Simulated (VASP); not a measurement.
Set up this calculation in VASP 6.6.1, as the native input.

| Property | Result |
| --- | --- |
| Task | relaxation of cell and atoms |
| Functional | r2SCAN |
| Potentials or basis | VASP PAW PBE potentials, release 64 (Si) |
| Cutoff | 600 eV |
| k mesh | 6 × 6 × 4 |
| Occupations | gaussian, width 0.1 eV |
| Spin | no spin polarisation |
| Dipole correction | no |
| Further INCAR settings | ALGO = Normal; EDIFF = 1e-07; IBRION = 2; EDIFFG = -0.04; NSW = 90; ISIF = 3 |

The system is Si.

```
Si
1.0
     3.15148    0.00000    0.00000
    -1.57574    2.72926    0.00000
     0.00000    0.00000    5.11502
Si
2
Direct
  0.33333 0.66667 0.25000
  0.66667 0.33333 0.75000
```

This isn't the form of Si at room conditions, which is diamond.

These files were run (other wordings do the same):

POSCAR

```
Si
1.0
    3.1514818068      0.0000000000      0.0000000000
   -1.5757409034      2.7292633042      0.0000000000
    0.0000000000      0.0000000000      5.1150218733
Si
2
Direct
    0.3333333333      0.6666666667      0.2500000000
    0.6666666667      0.3333333333      0.7500000000
```

INCAR.step1

```
SYSTEM = Si
ALGO     = Normal         ! electronic algorithm
EDIFF    = 1E-4           ! SCF threshold, eV
ENCUT    = 600            ! plane-wave cutoff, eV
GGA      = PE             ! functional
ISMEAR   = 0              ! smearing method
LASPH    = .TRUE.         ! aspherical terms in the spheres
LCHARG   = .FALSE.        ! write CHGCAR
LREAL    = .FALSE.        ! projectors in reciprocal space
LWAVE    = .TRUE.         ! write WAVECAR
NELM     = 80             ! most SCF steps
PREC     = Accurate       ! precision mode
SIGMA    = 0.1            ! smearing width, eV
```

INCAR.step2

```
SYSTEM = Si
ALGO     = Normal         ! electronic algorithm
EDIFF    = 1E-7           ! SCF threshold, eV
EDIFFG   = -0.04          ! ionic threshold
ENCUT    = 600            ! plane-wave cutoff, eV
IBRION   = 2              ! ionic algorithm
ISIF     = 3              ! what is computed and relaxed
ISMEAR   = 0              ! smearing method
ISTART   = 1            
LASPH    = .TRUE.         ! aspherical terms in the spheres
LCHARG   = .FALSE.        ! write CHGCAR
LMIXTAU  = .TRUE.       
LREAL    = .FALSE.        ! projectors in reciprocal space
LWAVE    = .FALSE.        ! write WAVECAR
METAGGA  = R2SCAN         ! meta-GGA
NELM     = 80             ! most SCF steps
NSW      = 90             ! ionic steps
PREC     = Accurate       ! precision mode
SIGMA    = 0.1            ! smearing width, eV
```

KPOINTS

```
k-points
0
G
  6 6 4
  0 0 0
```

Potentials or basis: VASP PAW PBE potentials, release 64 (Si).

Launch:

```sh
$ cat potpaw_PBE.64/Si/POTCAR > POTCAR
$ cp INCAR.step1 INCAR
$ mpirun -np 1 vasp_std > vasp.out
$ cp INCAR.step2 INCAR
$ mpirun -np 1 vasp_std > vasp.out
```

It gave:

```
Relaxed volume                        : 13.63 Å³/atom
Relaxed cell                          : a = 2.673 Å, b = 2.673 Å, c = 4.403 Å, α = 90.00°, β = 90.00°, γ = 120.00°
Space group after relaxing (to 0.1 Å) : P6_3/mmc (No. 194)
Energy gained by relaxing             : 597.9 meV/atom
Ionic steps                           : 11
Pressure after relaxing               : 0.0 GPa
Band gap on the k mesh                : zero (bands 4 and 5 overlap by 13.51 eV)
```

Caveat: the k points lie up to 0.45 Å⁻¹ apart in the final cell, too coarse for converged energies and pressures of a metal; the volume moved by over 15 % at a fixed basis, so the end points are rough; the PAW data sets were made with another functional, which shifts forces and pressure a little.

It took 3.1 min on 1 thread of AMD EPYC 9R45 96-Core Processor (Zen 5) (shared host), peak memory 0.15 GiB.
